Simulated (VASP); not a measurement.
# W (I4/mmm) in VASP: notebook

The runs below take W through single point, with PBEsol.

Everything below comes from runs of VASP 6.6.1. Logs are shortened: lines on timing, memory, paths and dates and some standing lists are left out, and cuts for length are marked.

## Step 1: The cell of the first run

Symmetry: I4/mmm, No. 139, tetragonal system. The conventional cell has a = 3.195 Å, b = 3.195 Å, c = 3.322 Å, α = 90.00°, β = 90.00°, γ = 90.00°. W (site symmetry 4/mmm) has 14 W at 2.80 to 3.32 Å within 3.7 Å.

## Step 2: Single point, PBEsol (strain +0.000 along x and y, +0.040 along z)

INCAR reads:

```
SYSTEM = W
  ALGO = Fast
  EDIFF = 1E-6
  ENCUT = 520
  GGA = PS
  ISIF = 2
  ISMEAR = 0
  LASPH = .True.
  LCHARG = .True.
  LELF = .True.
  LREAL = .False.
  LVHAR = .True.
  LWAVE = .False.
  NBANDS = 13
  NELM = 100
  PREC = Accurate
  SIGMA = 0.15
```

KPOINTS reads:

```
k-points
0
Gamma
  20 20 20
  0 0 0
```

POSCAR reads:

```
W
1.0
   -1.5973000000      1.5973000000      1.6611920000
    1.5973000000     -1.5973000000      1.6611920000
    1.5973000000      1.5973000000     -1.6611920000
W
1
Direct
    0.0000000000      0.0000000000      0.0000000000
```

Potentials or basis: VASP PAW PBE potentials, release 64 (W_sv).

Started as:

```console
$ cat potpaw_PBE.64/W_sv/POTCAR > POTCAR
$ mpirun -np 1 vasp_std > vasp.out
```

OUTCAR:

```text
SYSTEM = W
   EDIFF = 1E-6
   ENCUT = 520
   GGA = PS
   ISIF = 2
   ISMEAR = 0
   LASPH = .True.
   LREAL = .False.
   NELM = 100
   PREC = Accurate

 ion  position               nearest neighbor table
   1  0.000  0.000  0.000-

  LATTYP: Found a body centered tetragonal cell.
 ALAT       =     3.1946000000
 C/A-ratio  =     1.0400000000

  Lattice vectors:

 A1 = (  -1.5973000000,   1.5973000000,   1.6611920000)
 A2 = (   1.5973000000,  -1.5973000000,   1.6611920000)
 A3 = (   1.5973000000,   1.5973000000,  -1.6611920000)

Analysis of symmetry for initial positions (statically):
=====================================================================
 Subroutine PRICEL returns:
 Original cell was already a primitive cell.

 Routine SETGRP: Setting up the symmetry group for a
 body centered tetragonal supercell.

 Subroutine GETGRP returns: Found 16 space group operations
 (whereof 16 operations were pure point group operations)
 out of a pool of 16 trial point group operations.

The static configuration has the point symmetry D_4h.

Analysis of symmetry for dynamics (positions and initial velocities):
=====================================================================
 Subroutine PRICEL returns:
 Original cell was already a primitive cell.

 Routine SETGRP: Setting up the symmetry group for a
 body centered tetragonal supercell.

 Subroutine GETGRP returns: Found 16 space group operations
 (whereof 16 operations were pure point group operations)
 out of a pool of 16 trial point group operations.

The dynamic configuration has the point symmetry D_4h.

 Subroutine INISYM returns: Found 16 space group operations
 (whereof 16 operations are pure point group operations),
 and found     1 'primitive' translations

----------------------------------------------------------------------------------------

                                     Primitive cell

  volume of cell :      16.9532

  direct lattice vectors                    reciprocal lattice vectors
    -1.597300000  1.597300000  1.661192000     0.000000000  0.313028235  0.300988688
     1.597300000 -1.597300000  1.661192000     0.313028235  0.000000000  0.300988688
     1.597300000  1.597300000 -1.661192000     0.313028235  0.313028235  0.000000000

  length of vectors
     2.803978146  2.803978146  2.803978146     0.434258985  0.434258985  0.442688776

  position of ions in fractional coordinates (direct lattice)
     0.000000000  0.000000000  0.000000000

  ion indices of the primitive-cell ions
[... 83 lines left out ...]
   TEBEG  =    0.0;   TEEND  =   0.0 temperature during run
   PSTRESS=    0.0 pullay stress
   NELECT =      14.0000    total number of electrons
   NUPDOWN=      -1.0000    fix difference up-down
   EMIN   =  10.00;   EMAX   =-10.00  energy-range for DOS
   EFERMI =   0.00;   METHOD = LEGACY
   ISMEAR =     0;   SIGMA  =   0.15  broadening in eV -4-tet -1-fermi 0-gaus
   EFERMI_NEDOS =   21; number of points for ismear=-14 and -15
   IALGO  =     68    algorithm
   IMIX   =      4    mixing-type and parameters
     AMIX     =   0.40;   BMIX     =  1.00
     AMIX_MAG =   1.60;   BMIX_MAG =  1.00
  volume/ion in A,a.u.               =      16.95       114.41
  Fermi-wavevector in a.u.,A,eV,Ry     =   1.535913  2.902454 32.096528  2.359028
  Thomas-Fermi vector in A             =   2.642635
   LORBIT       =      0    0 simple, 1 ext, 2 COOP (PROOUT), +10 PAW based schemes
   GGA     = PS    functional components
   LHFCALC =     F    Hartree Fock is set to
   AEXX    =    0.0000 exact exchange contribution
   IVDW    =     0    specifies the selected vdW correction
   LEPSILON=     F    determine dielectric tensor
   LRPA    =     F    only Hartree local field effects (RPA)
 non-spin polarized calculation
 RMM-DIIS sequential band-by-band and
 Gauss-broadening in eV      SIGMA  =   0.15
  energy-cutoff  :      520.00
  volume of cell :       16.95
 maximum number of plane-waves:       474
 NGX is ok and might be reduce to    24
   NGX = 11   NGY = 11   NGZ = 11

 number of electron      14.0000000 magnetization

 Free energy of the ion-electron system (eV)
  ---------------------------------------------------
  ext. energy  EPLUGINS =         0.00000000
  ---------------------------------------------------
  free energy    TOTEN  =       -13.70966758 eV

  energy without entropy =      -13.70485599  energy(sigma->0) =      -13.70726179

 E-fermi :  10.3445     XC(G=0): -13.3843

 val. band max:       10.3299388069   @ k =  -0.3000   0.3000   0.2000
 cond. band min:      10.3519525115   @ k =  -0.2000   0.3500   0.2000
 fundamental gap:      0.0220137046
 Fermi energy:        10.3445441340

 k-point     1 :       0.0000    0.0000    0.0000
  band No.  band energies     occupation
      1     -63.9140      2.00000
      2     -27.5698      2.00000
      3     -27.5543      2.00000
      4     -27.5543      2.00000
      5       1.0540      2.00000
      6       9.0618      2.00000
      7       9.0618      2.00000
      8       9.5252      2.00000
      9      12.0802      0.00000
     10      12.6900      0.00000
     11      24.2627      0.00000
     12      24.9665      0.00000
     13      24.9665      0.00000
[... 354 lines left out ...]
  band No.  band energies     occupation
      1     -63.8414      2.00000
      2     -28.3309      2.00000
      3     -27.7978      2.00000
      4     -27.5727      2.00000
      5       4.2069      2.00000
      6       7.7137      2.00000
      7       8.6687      2.00000
      8      11.7824      0.00000
      9      12.9305      0.00000
     10      13.3926      0.00000
     11      23.5048      0.00000
     12      23.5852      0.00000
     13      30.1901      0.00000

 [... further k-points ...]

------------------------ aborting loop because EDIFF is reached ----------------------------------------

  FORCE on cell =-STRESS in cart. coord.  units (eV):
  Direction    XX          YY          ZZ          XY          YZ          ZX
  --------------------------------------------------------------------------------------
  -------------------------------------------------------------------------------------
  Total       -1.8068243     -1.8068243     -2.9697209      0.0000000      0.0000000      0.0000000
  in kB     -170.7551050   -170.7551050   -280.6554088      0.0000000      0.0000000      0.0000000
  external PRESSURE =    -207.3885396 kB  Pullay stress =       0.0000000 kB

 VOLUME and BASIS-vectors are now :
 -----------------------------------------------------------------------------
  energy-cutoff  :      520.00
  volume of cell :       16.95
      direct lattice vectors                 reciprocal lattice vectors
    -1.597300000  1.597300000  1.661192000     0.000000000  0.313028235  0.300988688
     1.597300000 -1.597300000  1.661192000     0.313028235  0.000000000  0.300988688
     1.597300000  1.597300000 -1.661192000     0.313028235  0.313028235  0.000000000

 POSITION                                       TOTAL-FORCE (eV/Angst)
 -----------------------------------------------------------------------------------
      0.00000      0.00000      0.00000        -0.000000     -0.000000     -0.000000
 -----------------------------------------------------------------------------------
    total drift:                               -0.000000      0.000000      0.000000

  FREE ENERGIE OF THE ION-ELECTRON SYSTEM (eV)
  ---------------------------------------------------
  free  energy   TOTEN  =       -13.7096675822 eV

  energy  without entropy=      -13.7048559889  energy(sigma->0) =      -13.70726179
```

stdout:

```text
POSCAR found type information on POSCAR W
 POSCAR found :  1 types and       1 ions
 scaLAPACK will be used
 -----------------------------------------------------------------------------
|                                                                             |
|                                                                             |
|     You enforced a specific xc type in the INCAR file but a different       |
|     I HOPE YOU KNOW WHAT YOU ARE DOING!                                     |
|                                                                             |
 -----------------------------------------------------------------------------

 LDA part: xc-table for (Slater+PW92), standard interpolation
 POSCAR, INCAR and KPOINTS ok, starting setup
 FFT: planning ... GRIDC
 FFT: planning ... GRID_SOFT
 FFT: planning ... GRID
 WAVECAR not read
 entering main loop
WARNING in EDDRMM: call to ZHEGV failed, returncode =   8  4     13
```

Wall time 3.1 min (1 thread of AMD EPYC 7R13 (Zen 3), shared host); peak memory 0.21 GiB.

Results:

```
Free energy            : -13.7097 eV
Pressure               : -20.7 GPa
Band gap on the k mesh : zero (band 7 reaches 14.93 eV, above the bottom of band 8 at 9.46 eV)
```

Caveat: the cell differs from its parent crystal (strain +0.000 along x and y, +0.040 along z); the PAW data sets were made with another functional, which shifts forces and pressure a little; spin-orbit coupling is left out, which moves the levels of the heavy elements.

## Step 3: Single point, PBEsol (strain +0.040 along x and y, +0.000 along z)

INCAR reads:

```
SYSTEM = W
PREC = Accurate
ENCUT = 520
EDIFF = 1E-6
ISMEAR = 0
SIGMA = 0.15
LREAL = .False.
LASPH = .True.
NELM = 80
ALGO = Fast
ISIF = 2
LWAVE = .False.
LCHARG = .False.
GGA = PS
NBANDS = 13
```

KPOINTS reads:

```
Automatic mesh
0
Gamma
  20 20 20
  0 0 0
```

POSCAR reads:

```
W
1.0
   -1.6611920000      1.6611920000      1.5973000000
    1.6611920000     -1.6611920000      1.5973000000
    1.6611920000      1.6611920000     -1.5973000000
W
1
Direct
    0.0000000000      0.0000000000      0.0000000000
```

Potentials or basis: VASP PAW PBE potentials, release 64 (W_sv).

Started as:

```console
$ cat potpaw_PBE.64/W_sv/POTCAR > POTCAR
$ mpirun -np 1 vasp_std > vasp.out
```

It took 3.4 min on 1 thread of AMD EPYC 7R13 (Zen 3), shared host; peak memory 0.22 GiB.

The run converged. Its results:

```yaml
Free_energy: -13.6034 eV
Pressure: -29.1 GPa
Band_gap_on_the_k_mesh: zero (band 7 reaches 14.20 eV, above the bottom of band 8 at 8.80 eV)
```

Stress tensor (GPa, compression positive):
```
-32.55   0.00   0.00
  0.00 -32.55   0.00
  0.00   0.00 -22.13
```

Levels at points of the mesh, in eV from the Fermi level:
```csv
k point,band 4,band 5,band 6,band 7,band 8,band 9,band 10,band 11
"(0.00, 0.00, 0.00)",-37.99,-9.06,-1.38,-0.91,-0.91,1.65,2.25,14.05
"(0.50, 0.00, 0.00)",-38.01,-5.63,-3.25,0.48,1.90,2.89,5.26,9.51
"(0.50, 0.50, 0.00)",-38.00,-5.66,-2.77,0.20,1.42,2.46,5.18,9.24
"(0.50, 0.50, 0.50)",-38.58,-5.11,-5.01,4.39,4.39,4.53,7.10,7.10
```

Caveat: the cell differs from its parent crystal (strain +0.040 along x and y, +0.000 along z); the PAW data sets were made with another functional, which shifts forces and pressure a little; spin-orbit coupling is left out, which moves the levels of the heavy elements.

## Step 4: Single point, PBEsol (strain +0.040 along x and y, +0.080 along z)

INCAR reads:

```
SYSTEM = W
ALGO = Fast
EDIFF = 1E-6
ENCUT = 520
GGA = PS
ISIF = 2
ISMEAR = 0
LASPH = .True.
LCHARG = .True.
LELF = .True.
LREAL = .False.
LVHAR = .True.
LWAVE = .False.
NBANDS = 13
NELM = 100
PREC = Accurate
SIGMA = 0.15
```

KPOINTS reads:

```
k-points
0
Gamma
  20 20 20
  0 0 0
```

POSCAR reads:

```
W
1.0
   -1.6611920000      1.6611920000      1.7250840000
    1.6611920000     -1.6611920000      1.7250840000
    1.6611920000      1.6611920000     -1.7250840000
W
1
Direct
    0.0000000000      0.0000000000      0.0000000000
```

Started as:

```console
$ cat potpaw_PBE.64/W_sv/POTCAR > POTCAR
$ mpirun -np 1 vasp_std > vasp.out
```

It used 220 s of CPU time on 1 thread of AMD EPYC 7R13 Processor (Zen 3), on a shared host.

The run converged. Its results:

```
Free energy            : -13.2916 eV
Pressure               : -41.3 GPa
Band gap on the k mesh : zero (band 7 reaches 12.69 eV, above the bottom of band 8 at 8.06 eV)
```

Stress tensor (GPa, compression positive):
```
-38.69   0.00   0.00
  0.00 -38.69   0.00
  0.00   0.00 -46.40
```

Levels at points of the mesh, in eV from the Fermi level:
```
           k point  band 5  band 6  band 7  band 8  band 9  band 10
(0.00, 0.00, 0.00)   -8.61   -1.09   -1.09   -0.71    1.54     2.03
(0.50, 0.00, 0.00)   -5.20   -2.64    0.18    1.38    2.38     4.63
(0.50, 0.50, 0.00)   -5.16   -3.05    0.42    1.95    2.56     4.73
(0.50, 0.50, 0.50)   -4.58   -4.49    3.88    4.00    4.00     6.32
```

Caveat: the cell differs from its parent crystal (strain +0.040 along x and y, +0.080 along z); the PAW data sets were made with another functional, which shifts forces and pressure a little; spin-orbit coupling is left out, which moves the levels of the heavy elements.

## Step 5: Overview

```csv
cell,gap on the mesh (eV),pressure (GPa)
"a = 2.804 Å, angles 110.5, 110.5, 107.3°, 1 atom",none,-20.7
"a = 2.841 Å, angles 108.4, 108.4, 111.6°, 1 atom",none,-29.1
"a = 2.915 Å, angles 110.5, 110.5, 107.4°, 1 atom",none,-41.3
```

Alike in all rows: task single point; level PBEsol; potentials or basis VASP PAW PBE potentials, release 64 (W_sv); no spin polarisation; k mesh 20 × 20 × 20; cutoff (eV) 520; smearing gaussian 0.15 eV.

Caveats: the PAW data sets were made with another functional, which shifts forces and pressure a little; spin-orbit coupling is left out, which moves the levels of the heavy elements.

Absolute energies hang on the potentials; compare differences alone.
